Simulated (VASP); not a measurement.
CsSi2: relaxation of cell and atoms with PBE

CsSi2:

```
Cs Si
1.0
     0.00000    3.73110    3.73110
     3.73110    0.00000    3.73110
     3.73110    3.73110    0.00000
Cs Si
1 2
Cartesian
  0.0000 0.0000 0.0000
  1.8655 1.8655 1.8655
  5.5966 5.5966 5.5966
```

| Quantity | Value |
| --- | --- |
| Program | VASP 6.6.1 |
| Task | relaxation of cell and atoms |
| Functional | PBE |
| Potentials or basis | VASP PAW PBE potentials, release 64 (Cs_sv, Si) |
| Cutoff | 600 eV |
| k mesh | 12 × 12 × 12 |
| Occupations | gaussian, width 0.1 eV |
| Spin | no spin polarisation |
| Dipole correction | no |
| Further INCAR settings | ALGO = Normal; EDIFF = 1e-07; IBRION = 2; EDIFFG = -0.01; NSW = 100; ISIF = 3 |

```yaml
Relaxed_volume: 35.66 Å³/atom
Relaxed_cell: a = 5.329 Å, b = 5.329 Å, c = 5.329 Å, α = 60.00°, β = 60.00°, γ = 60.00°
Space_group_after_relaxing_to_0.1_Å: Fm-3m (No. 225)
Energy_gained_by_relaxing: 1.5 meV/atom
Ionic_steps: 3
Pressure_after_relaxing: 0.0 GPa
Band_gap_on_the_k_mesh: zero (an odd number of electrons rules out a gap without spin polarisation)
```

The path:
| step | energy change (eV) | largest force (eV/Å) | pressure (GPa) | volume (Å³) |
| --- | --- | --- | --- | --- |
| 1 | 0.0000 | 0.0000 | 0.47 | 103.88 |
| 2 | -0.0033 | 0.0000 | 0.22 | 105.43 |
| 3 | -0.0044 | 0.0000 | -0.01 | 106.98 |

Final structure:
```yaml
crystal:
  lattice:
    - [0.00000, 3.76785, 3.76785]
    - [3.76785, 0.00000, 3.76785]
    - [3.76785, 3.76785, 0.00000]
  atoms:
    - { symbol: Cs, position: [0.00000, 0.00000, 0.00000] }
    - { symbol: Si, position: [0.25000, 0.25000, 0.25000] }
    - { symbol: Si, position: [0.75000, 0.75000, 0.75000] }
```

Levels at points of the mesh, in eV from the Fermi level:
```
           k point  band 6  band 7  band 8  band 9  band 10  band 11  band 12
(0.00, 0.00, 0.00)   -5.21   -1.16   -1.16   -1.16     2.07     2.07     2.07
(0.50, 0.00, 0.00)   -5.03   -0.53   -0.53    0.50     0.55     1.07     1.07
(0.50, 0.50, 0.00)   -4.98   -1.93    0.03    0.03     1.73     1.73     2.76
```

It took 3.9 min on 1 thread of Intel(R) Xeon(R) Platinum 8488C (Sapphire Rapids), with other jobs on the host, peak memory 0.34 GiB.

Caveat: spin-orbit coupling is left out, which moves the levels of the heavy elements; an odd number of electrons without spin polarisation forces a metal; a magnetic or distorted state may lie lower.
